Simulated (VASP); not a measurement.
Input of a VASP 6.6.1 run:

The input INCAR:

```
PREC = Accurate ; ENCUT = 520
EDIFF = 1E-7 ; ISMEAR = 0
SIGMA = 0.1 ; LREAL = F
LASPH = T ; NELM = 100
ALGO = Fast ; ISIF = 2
LWAVE = F ; LCHARG = T
GGA = PS ; LELF = T
LVHAR = T ; NBANDS = 19
```

The input KPOINTS:

```
regular mesh
0
Gamma
  18 18 10
```

The input POSCAR:

```
Cr
1.0
    2.7140000000      0.0000000000      0.0000000000
   -1.3570000000      2.3503929459      0.0000000000
    0.0000000000      0.0000000000      4.4100000000
Cr
2
Direct
    0.3333333333      0.6666666667      0.2500000000
    0.6666666667      0.3333333333      0.7500000000
```

Potentials or basis: VASP PAW PBE potentials, release 64 (Cr_pv).

The run is started by

```bash
$ cat potpaw_PBE.64/Cr_pv/POTCAR > POTCAR
$ mpirun -np 1 vasp_std > vasp.out
```

Problem. Predict the band gap on the k mesh.

Solution. Zero (bands 12 and 13 overlap by 0.99 eV).

Problem. What does it give for the pressure?

Solution. -34.2 GPa.

Stress tensor (GPa, compression positive):
```
-37.42   0.00   0.00
  0.00 -37.42   0.00
  0.00   0.00 -27.82
```

Caveat: the stress differs along the axes, from -37 to -28 GPa; the PAW data sets were made with another functional, which shifts forces and pressure a little; the run has no spin polarisation, though such a crystal can be magnetic. Spin polarisation is off, so any magnetic state and its effect on volume and gap are missing.
